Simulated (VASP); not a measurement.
# LiF (Cm) in VASP: single point with r2SCAN

Aim: the single point of LiF with r2SCAN.

All numbers are computed with VASP 6.6.1; they aren't measurements. Logs are shortened: lines on timing, memory, paths and dates and some standing lists are left out, and cuts for length are marked.

**1. The cell of the first run**

Symmetry: Cm, No. 8, monoclinic system. The conventional cell has a = 4.028 Å, b = 4.028 Å, c = 2.848 Å, α = 90.00°, β = 135.00°, γ = 90.00°. Li (site symmetry m) has 4 F at 1.58 to 2.08 Å within 2.1 Å. Within 2.1 Å of F (site symmetry m) lie 4 Li at 1.58 to 2.08 Å.

**2. Single point, r2SCAN (atom 1 (Li) moved by (-0.450, -0.225) A along x and y)**

Contents of POSCAR:

```
LiF
1.0
    0.0000000000      2.0140000000      2.0140000000
    2.0140000000      0.0000000000      2.0140000000
    2.0140000000      2.0140000000      0.0000000000
Li F
1 1
Direct
    0.0558589871     -0.0558589871     -0.1675769613
    0.5000000000      0.5000000000      0.5000000000
```

Contents of INCAR.step1:

```
PREC     = Accurate       # precision mode
ENCUT    = 520            # plane-wave cutoff, eV
ISMEAR   = 0              # smearing method
SIGMA    = 0.05           # smearing width, eV
LREAL    = F              # projectors in reciprocal space
LASPH    = T              # aspherical terms in the spheres
NELM     = 80             # most SCF steps
NBANDS   = 12             # bands
GGA      = PE             # functional
ALGO     = Normal         # electronic algorithm
EDIFF    = 1E-4           # SCF threshold, eV
LWAVE    = T              # write WAVECAR
LCHARG   = F              # write CHGCAR
```

Contents of INCAR.step2:

```
PREC     = Accurate       # precision mode
ENCUT    = 520            # plane-wave cutoff, eV
EDIFF    = 1E-7           # SCF threshold, eV
ISMEAR   = 0              # smearing method
SIGMA    = 0.05           # smearing width, eV
LREAL    = F              # projectors in reciprocal space
LASPH    = T              # aspherical terms in the spheres
NELM     = 80             # most SCF steps
ALGO     = Normal         # electronic algorithm
ISIF     = 2              # what is computed and relaxed
LWAVE    = F              # write WAVECAR
LCHARG   = F              # write CHGCAR
METAGGA  = R2SCAN         # meta-GGA
LMIXTAU  = T            
NBANDS   = 12             # bands
ISTART   = 1
```

Contents of KPOINTS:

```
Automatic mesh
0
Gamma
  10 10 10
```

Potentials or basis: VASP PAW PBE potentials, release 64 (Li_sv, F).

Run with:

```sh
$ cat potpaw_PBE.64/Li_sv/POTCAR potpaw_PBE.64/F/POTCAR > POTCAR
$ cp INCAR.step1 INCAR
$ mpirun -np 1 vasp_std > vasp.out
$ cp INCAR.step2 INCAR
$ mpirun -np 1 vasp_std > vasp.out
```

OUTCAR:

```text
PREC = Accurate
   ENCUT = 520
   EDIFF = 1E-7
   ISMEAR = 0
   LREAL = F
   LASPH = T
   NELM = 80
   ISIF = 2
   METAGGA = R2SCAN
   ISTART = 1

 ion  position               nearest neighbor table
   1  0.056  0.944  0.832-   2 1.58   2 1.84   2 2.08   2 2.08
   2  0.500  0.500  0.500-   1 1.58   1 1.84   1 2.08   1 2.08

  LATTYP: Found a face centered cubic cell.
 ALAT       =     4.0280000000

  Lattice vectors:

 A1 = (   0.0000000000,   2.0140000000,   2.0140000000)
 A2 = (   2.0140000000,   0.0000000000,   2.0140000000)
 A3 = (   2.0140000000,   2.0140000000,   0.0000000000)

Analysis of symmetry for initial positions (statically):
=====================================================================
 Subroutine PRICEL returns:
 Original cell was already a primitive cell.

 Routine SETGRP: Setting up the symmetry group for a
 face centered cubic supercell.

 Subroutine GETGRP returns: Found  2 space group operations
 (whereof  2 operations were pure point group operations)
 out of a pool of 48 trial point group operations.

The static configuration has the point symmetry C_1h.

Analysis of symmetry for dynamics (positions and initial velocities):
=====================================================================
 Subroutine PRICEL returns:
 Original cell was already a primitive cell.

 Routine SETGRP: Setting up the symmetry group for a
 face centered cubic supercell.

 Subroutine GETGRP returns: Found  2 space group operations
 (whereof  2 operations were pure point group operations)
 out of a pool of 48 trial point group operations.

The dynamic configuration has the point symmetry C_1h.

 Subroutine INISYM returns: Found  2 space group operations
 (whereof  2 operations are pure point group operations),
 and found     1 'primitive' translations

----------------------------------------------------------------------------------------

                                     Primitive cell

  volume of cell :      16.3384

  direct lattice vectors                    reciprocal lattice vectors
     0.000000000  2.014000000  2.014000000    -0.248262165  0.248262165  0.248262165
     2.014000000  0.000000000  2.014000000     0.248262165 -0.248262165  0.248262165
     2.014000000  2.014000000  0.000000000     0.248262165  0.248262165 -0.248262165

  length of vectors
     2.848226115  2.848226115  2.848226115     0.430002683  0.430002683  0.430002683

  position of ions in fractional coordinates (direct lattice)
     0.055858987  0.944141013  0.832423039
     0.500000000  0.500000000  0.500000000

  ion indices of the primitive-cell ions
   primitive index   ion index
                 1           1
                 2           2

----------------------------------------------------------------------------------------

 KPOINTS: Automatic mesh

Automatic generation of k-mesh.
 Grid dimensions read from file:
 generate k-points for:   10   10   10

 Generating k-lattice:

  Cartesian coordinates                     Fractional coordinates (reciprocal lattice)
    -0.024826216  0.024826216  0.024826216     0.100000000  0.000000000  0.000000000
     0.024826216 -0.024826216  0.024826216     0.000000000  0.100000000  0.000000000
     0.024826216  0.024826216 -0.024826216     0.000000000  0.000000000  0.100000000

  Length of vectors
     0.043000268  0.043000268  0.043000268

  Shift w.r.t. Gamma in fractional coordinates (k-lattice)
     0.000000000  0.000000000  0.000000000

 Subroutine IBZKPT returns following result:
 ===========================================

 Found    282 irreducible k-points:

 Following reciprocal coordinates:
            Coordinates               Weight
  0.000000  0.000000  0.000000      1.000000
  0.100000  0.000000  0.000000      4.000000
  0.000000  0.000000  0.100000      4.000000
  0.200000  0.000000  0.000000      4.000000
  0.000000  0.000000  0.200000      4.000000
  0.300000  0.000000  0.000000      4.000000
[... 16 lines left out ...]
  0.100000  0.000000  0.300000      4.000000
  0.100000  0.100000 -0.200000      4.000000
 [... further k-points ...]
   k-points           NKPTS =    282   k-points in BZ     NKDIM =    282   number of bands    NBANDS=     12
   number of dos      NEDOS =    301   number of ions     NIONS =      2
   total plane-waves  NPLWV =  13824
   dimension x,y,z NGX =    24 NGY =   24 NGZ =   24
   dimension x,y,z NGXF=    48 NGYF=   48 NGZF=   48
   ions per type =               1   1
   NGX,Y,Z   is equivalent  to a cutoff of  14.01, 14.01, 14.01 a.u.
   NGXF,Y,Z  is equivalent  to a cutoff of  28.02, 28.02, 28.02 a.u.
 SYSTEM =  unknown system
   PREC   = accura    normal or accurate (medium, high low for compatibility)
   ISTART =      1    job   : 0-new  1-cont  2-samecut
   ICHARG =      0    charge: 1-file 2-atom 10-const
   ISPIN  =      1    spin polarized calculation?
   LNONCOLLINEAR =      F non collinear calculations
   LSORBIT =      F    spin-orbit coupling
   LASPH  =      T    aspherical Exc in radial PAW
   ENCUT  =  520.0 eV  38.22 Ry    6.18 a.u.   5.30  5.30  5.30*2*pi/ulx,y,z
   NELM   =     80;   NELMIN=  2; NELMDL=  0     # of ELM steps
   EDIFF  = 0.1E-06   stopping-criterion for ELM
   LREAL  =      F    real-space projection
   EDIFFG = 0.1E-05   stopping-criterion for IOM
   NSW    =      0    number of steps for IOM
   IBRION =     -1    ionic relax: 0-MD 1-quasi-New 2-CG
   NFREE  =      0    steps in history (QN), initial steepest desc. (CG)
   ISIF   =      2    stress and relaxation
   ISYM   =      2    0-nonsym 1-usesym 2-fastsym
   POTIM  = 0.5000    time-step for ionic-motion
   TEBEG  =    0.0;   TEEND  =   0.0 temperature during run
   PSTRESS=    0.0 pullay stress
   NELECT =      10.0000    total number of electrons
   NUPDOWN=      -1.0000    fix difference up-down
   EMIN   =  10.00;   EMAX   =-10.00  energy-range for DOS
   EFERMI =   0.00;   METHOD = LEGACY
   ISMEAR =     0;   SIGMA  =   0.05  broadening in eV -4-tet -1-fermi 0-gaus
   EFERMI_NEDOS =   21; number of points for ismear=-14 and -15
   IALGO  =     38    algorithm
   IMIX   =      4    mixing-type and parameters
     AMIX     =   0.40;   BMIX     =  1.00
     AMIX_MAG =   1.60;   BMIX_MAG =  1.00
  volume/ion in A,a.u.               =       8.17        55.13
  Fermi-wavevector in a.u.,A,eV,Ry     =   1.389970  2.626662 26.286674  1.932016
  Thomas-Fermi vector in A             =   2.513950
   LORBIT       =      0    0 simple, 1 ext, 2 COOP (PROOUT), +10 PAW based schemes
   METAGGA = R2SCAN    functional components
   LHFCALC =     F    Hartree Fock is set to
   AEXX    =    0.0000 exact exchange contribution
   IVDW    =     0    specifies the selected vdW correction
   LEPSILON=     F    determine dielectric tensor
   LRPA    =     F    only Hartree local field effects (RPA)
 non-spin polarized calculation
 Gauss-broadening in eV      SIGMA  =   0.05
  energy-cutoff  :      520.00
  volume of cell :       16.34
 maximum number of plane-waves:       459
 NGX is ok and might be reduce to    24
   NGX = 11   NGY = 11   NGZ = 11

 number of electron       9.9999996 magnetization

 Free energy of the ion-electron system (eV)
  ---------------------------------------------------
  ext. energy  EPLUGINS =         0.00000000
  ---------------------------------------------------
  free energy    TOTEN  =       -11.51694279 eV

  energy without entropy =      -11.51694279  energy(sigma->0) =      -11.51694279

 E-fermi :  -1.3434     XC(G=0): -10.4387

 val. band max:       -1.6752506905   @ k =   0.0000   0.0000   0.0000
 cond. band min:       8.1176480091   @ k =   0.0000   0.0000   0.0000
 fundamental gap:      9.7928986996
 Fermi energy:        -1.3433873442

 k-point     1 :       0.0000    0.0000    0.0000
  band No.  band energies     occupation
      1     -43.5652      2.00000
      2     -22.7963      2.00000
      3      -2.1155      2.00000
      4      -1.7015      2.00000
      5      -1.6753      2.00000
      6       8.1176      0.00000
      7      21.5543      0.00000
      8      21.7871      0.00000
      9      23.9611      0.00000
     10      25.5616      0.00000
     11      26.3731      0.00000
     12      27.4476      0.00000

 k-point     2 :       0.1000    0.0000    0.0000
  band No.  band energies     occupation
      1     -43.5579      2.00000
      2     -22.7715      2.00000
      3      -2.3108      2.00000
      4      -1.8008      2.00000
      5      -1.6849      2.00000
      6       8.3952      0.00000
      7      20.4376      0.00000
      8      21.6621      0.00000
      9      23.2728      0.00000
     10      25.0728      0.00000
     11      26.5604      0.00000
     12      27.5647      0.00000

 k-point     3 :       0.0000    0.0000    0.1000
  band No.  band energies     occupation
      1     -43.5591      2.00000
      2     -22.7606      2.00000
      3      -2.1826      2.00000
      4      -1.9501      2.00000
      5      -1.7097      2.00000
      6       8.4355      0.00000
      7      20.3420      0.00000
      8      21.4899      0.00000
      9      23.4806      0.00000
     10      25.1691      0.00000
     11      26.3120      0.00000
     12      27.5159      0.00000

 k-point     4 :       0.2000    0.0000    0.0000
  band No.  band energies     occupation
      1     -43.5392      2.00000
      2     -22.7070      2.00000
      3      -2.8508      2.00000
      4      -1.9235      2.00000
      5      -1.7758      2.00000
      6       9.0671      0.00000
      7      18.2857      0.00000
      8      21.2202      0.00000
      9      22.4606      0.00000
     10      25.0234      0.00000
     11      26.4302      0.00000
     12      28.5316      0.00000

 k-point     5 :       0.0000    0.0000    0.2000
  band No.  band energies     occupation
      1     -43.5437      2.00000
      2     -22.6665      2.00000
      3      -2.7423      2.00000
      4      -2.1670      2.00000
      5      -1.7866      2.00000
      6       9.1860      0.00000
      7      18.2370      0.00000
      8      20.7811      0.00000
      9      22.1701      0.00000
     10      25.7784      0.00000
     11      26.8251      0.00000
     12      28.2662      0.00000
[... 228 lines left out ...]
      1     -43.5224      2.00000
      2     -22.6006      2.00000
      3      -3.3773      2.00000
      4      -2.1693      2.00000
      5      -1.9410      2.00000
      6       9.9435      0.00000
      7      17.2679      0.00000
      8      19.2784      0.00000
      9      22.2855      0.00000
     10      24.6163      0.00000
     11      28.7203      0.00000
     12      30.3581      0.00000

 k-point    22 :       0.0000    0.3000    0.1000
  band No.  band energies     occupation
      1     -43.5180      2.00000
      2     -22.6454      2.00000
      3      -3.2334      2.00000
      4      -2.0894      2.00000
      5      -1.9916      2.00000
      6       9.7836      0.00000
      7      16.7169      0.00000
      8      20.2627      0.00000
      9      21.9597      0.00000
     10      24.8303      0.00000
     11      28.3659      0.00000
     12      29.8649      0.00000

 k-point    23 :       0.1000    0.0000    0.3000
  band No.  band energies     occupation
      1     -43.5272      2.00000
      2     -22.5578      2.00000
      3      -3.3608      2.00000
      4      -2.2664      2.00000
      5      -1.9781      2.00000
      6      10.0217      0.00000
      7      16.9698      0.00000
      8      19.4035      0.00000
      9      21.7582      0.00000
     10      25.1167      0.00000
     11      29.3720      0.00000
     12      30.1359      0.00000

 k-point    24 :       0.1000    0.1000   -0.2000
  band No.  band energies     occupation
      1     -43.5269      2.00000
      2     -22.5591      2.00000
      3      -3.3472      2.00000
      4      -2.3649      2.00000
      5      -1.9130      2.00000
      6      10.1107      0.00000
      7      16.7448      0.00000
      8      19.9689      0.00000
      9      21.3202      0.00000
     10      25.5831      0.00000
     11      28.6771      0.00000
     12      29.9892      0.00000

 [... further k-points ...]

------------------------ aborting loop because EDIFF is reached ----------------------------------------

  FORCE on cell =-STRESS in cart. coord.  units (eV):
  Direction    XX          YY          ZZ          XY          YZ          ZX
  --------------------------------------------------------------------------------------
  -------------------------------------------------------------------------------------
  Total        3.5779900      0.2334707     -0.4700786     -0.5581951      0.0000000      0.0000000
  in kB      350.8660217     22.8946839    -46.0969973    -54.7379114      0.0000000      0.0000000
  external PRESSURE =     109.2212361 kB  Pullay stress =       0.0000000 kB

 VOLUME and BASIS-vectors are now :
 -----------------------------------------------------------------------------
  energy-cutoff  :      520.00
  volume of cell :       16.34
      direct lattice vectors                 reciprocal lattice vectors
     0.000000000  2.014000000  2.014000000    -0.248262165  0.248262165  0.248262165
     2.014000000  0.000000000  2.014000000     0.248262165 -0.248262165  0.248262165
     2.014000000  2.014000000  0.000000000     0.248262165  0.248262165 -0.248262165

 POSITION                                       TOTAL-FORCE (eV/Angst)
 -----------------------------------------------------------------------------------
      3.57800      1.78900      2.01400         2.465800      0.022811      0.000000
      2.01400      2.01400      2.01400        -2.465800     -0.022811      0.000000
 -----------------------------------------------------------------------------------
    total drift:                                0.016331     -0.017868     -0.000003

  FREE ENERGIE OF THE ION-ELECTRON SYSTEM (eV)
  ---------------------------------------------------
  free  energy   TOTEN  =       -11.5169427894 eV

  energy  without entropy=      -11.5169427894  energy(sigma->0) =      -11.51694279
```

Run time: 5.6 min. Hardware: 1 thread of Intel Xeon 8259CL, shared host; peak memory 0.17 GiB.

Results:

- Free energy: -11.5169 eV
- Largest force: 2.466 eV/Å
- Band gap on the k mesh: 9.79 eV

Forces on the atoms (eV/Å):
```
Li   2.466  0.023  0.000
F   -2.466 -0.023  0.000
```

Caveat: the cell differs from its parent crystal (atom 1 (Li) moved by (-0.450, -0.225) A along x and y); the cutoff is under 1.25 times the usual one of these potentials, so pressure, stress and relaxed cells hold a basis-set (Pulay) error; the PAW data sets were made with another functional, which shifts forces and pressure a little. A k mesh can miss the band edges.
